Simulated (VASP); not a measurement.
Wanted: the native input for a VASP 6.6.1 run.

- Task: relaxation of cell and atoms
- Functional: r2SCAN
- Potentials or basis: VASP PAW PBE potentials, release 64 (Zr_sv, B)
- Cutoff: 600 eV
- k mesh: 10 × 10 × 8
- Occupations: fermi-dirac, width 0.05 eV
- Spin: no spin polarisation
- Hubbard terms: Zr d U = 4.0 eV
- Dipole correction: no
- Further INCAR settings: ALGO = Normal; EDIFF = 1e-06; IBRION = 2; EDIFFG = -0.01; NSW = 60; ISIF = 3

The system is ZrB2.

```
Zr B
1.0
     3.17000    0.00000    0.00000
    -1.58500    2.74530    0.00000
     0.00000    0.00000    3.53300
Zr B
1 2
Direct
  0.00000 0.00000 0.00000
  0.66667 0.33333 0.50000
  0.33333 0.66667 0.50000
```

These files were run (other wordings do the same):

POSCAR

```
ZrB2
1.0
    3.1700000000      0.0000000000      0.0000000000
   -1.5850000000      2.7453005300      0.0000000000
    0.0000000000      0.0000000000      3.5330000000
Zr B
1 2
Direct
    0.0000000000      0.0000000000      0.0000000000
    0.6666666667      0.3333333333      0.5000000000
    0.3333333333      0.6666666667      0.5000000000
```

INCAR.step1

```
  PREC = Accurate
  ENCUT = 600
  ISMEAR = -1
  SIGMA = 0.05
  LREAL = F
  LASPH = T
  NELM = 150
  LMAXMIX = 4
  LDAU = T
  LDAUTYPE = 2
  LDAUL = 2 -1
  LDAUU = 4 0
  LDAUJ = 0 0
  GGA = PE
  ALGO = Normal
  EDIFF = 1E-4
  LWAVE = T
  LCHARG = F
```

INCAR.step2

```
  PREC = Accurate
  ENCUT = 600
  EDIFF = 1E-6
  ISMEAR = -1
  SIGMA = 0.05
  LREAL = F
  LASPH = T
  NELM = 150
  ALGO = Normal
  ISIF = 3
  LWAVE = F
  LCHARG = F
  LMAXMIX = 4
  LDAU = T
  LDAUTYPE = 2
  LDAUL = 2 -1
  LDAUU = 4 0
  LDAUJ = 0 0
  LDAUPRINT = 1
  METAGGA = R2SCAN
  LMIXTAU = T
  IBRION = 2
  NSW = 60
  EDIFFG = -0.01
  ISTART = 1
```

KPOINTS

```
regular mesh
0
Gamma
  10 10 8
```

Potentials or basis: VASP PAW PBE potentials, release 64 (Zr_sv, B).

The run is started by

```console
$ cat potpaw_PBE.64/Zr_sv/POTCAR potpaw_PBE.64/B/POTCAR > POTCAR
$ cp INCAR.step1 INCAR
$ mpirun -np 1 vasp_std > vasp.out
$ cp INCAR.step2 INCAR
$ mpirun -np 1 vasp_std > vasp.out
```

It gave:

```yaml
Relaxed_volume: 10.69 Å³/atom
Relaxed_cell: a = 3.198 Å, b = 3.198 Å, c = 3.622 Å, α = 90.00°, β = 90.00°, γ = 120.00°
Space_group_after_relaxing_to_0.1_Å: P6/mmm (No. 191)
Energy_gained_by_relaxing: 15.1 meV/atom
Ionic_steps: 7
Pressure_after_relaxing: -0.1 GPa
Band_gap_on_the_k_mesh: zero (bands 9 and 10 overlap by 1.13 eV)
```

Caveat: the PAW data sets were made with another functional, which shifts forces and pressure a little; U without spin polarisation on a metal has little footing; the U is typed as a test and isn't derived for this compound.

Run time: 8.5 min on 1 thread of AMD EPYC 7R13 Processor (Zen 3), on a shared host, peak memory 0.17 GiB.
